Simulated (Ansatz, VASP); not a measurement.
One calculation of BeTeS4, two programs

```
Be Te S
1.0
     0.00000    4.12526    4.12526
     4.12526    0.00000    4.12526
     4.12526    4.12526    0.00000
Be Te S
1 1 4
Direct
  0.75000 0.75000 0.75000
  0.25000 0.25000 0.25000
  0.85652 0.43044 0.85652
  0.85652 0.85652 0.43044
  0.85652 0.85652 0.85652
  0.43044 0.85652 0.85652
```

Change from the starting cell: species swapped into the CsClO4 type (F-43m, No. 216).

Alike in both runs: task relaxation of cell and atoms; functional PBE; k mesh 3 × 3 × 3; occupations gaussian, width 0.15 eV; no spin polarisation.

|  | VASP | Ansatz |
| --- | --- | --- |
| version | VASP 6.6.1 | Ansatz 0.2.0 |
| potentials or method | VASP PAW PBE potentials, release 64 (Be, Te, S), cutoff 600 eV | scalar-relativistic, plane waves, PAW |
| valence electrons in the cell | 32 | 42 |

Ansatz gave:

```
gap on the k mesh at the Fermi level, each at its own relaxed structure (eV) : none
relaxed volume (Å³/atom)                                                     : 23.84
relaxed cell length with the largest relative difference (Å)                 : 5.870
```

Problem. Estimate VASP's values.

Solution. gap on the k mesh at the Fermi level, each at its own relaxed structure (eV): none; relaxed volume (Å³/atom): 23.59; relaxed cell length with the largest relative difference (Å): 5.850.

A gap of «none» marks a metal or a gap that the smearing closes. VASP's potentials hold 32 valence electrons a cell and Ansatz's 42, so a difference there can come from the potentials and not from the codes.

The k mesh is coarse, so the values compare programs but aren't converged. Spin-orbit coupling is off throughout.
